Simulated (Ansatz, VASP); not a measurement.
**Sn: VASP beside Ansatz**

```
CELL_PARAMETERS angstrom
0.00000 3.50525 3.37542
3.50525 0.00000 3.37542
3.50525 3.50525 0.00000
ATOMIC_POSITIONS crystal
Sn 0.50000 0.50000 0.50000
Sn 0.75000 0.75000 0.75000
```

Change from the starting cell: strain +0.080 along x and y, +0.040 along z, atoms carried along.

Alike in both runs: task single point; functional r2SCAN; k mesh 12 × 12 × 12; occupations gaussian, width 0.15 eV; no spin polarisation.

|  | VASP | Ansatz |
| --- | --- | --- |
| version | VASP 6.6.1 | Ansatz 0.2.0 |
| potentials or method | VASP PAW PBE potentials, release 64 (Sn_d), cutoff 520 eV | scalar-relativistic, plane waves, PAW |
| valence electrons in the cell | 28 | 28 |

|  | VASP | Ansatz | Ansatz less VASP |
| --- | --- | --- | --- |
| gap on the k mesh at the Fermi level (eV) | none | none | - |
| pressure (GPa) | -4.6 | -4.6 | +0.04 |
| traceless stress, the component that is largest in VASP (GPa) | 0.73 | 0.73 | +0.001 |

VASP's potentials were made for PBE, not for r2SCAN. A gap of «none» marks a metal or a gap that the smearing closes. The functional is the same, so the differences come from potentials, cutoffs and numerics.
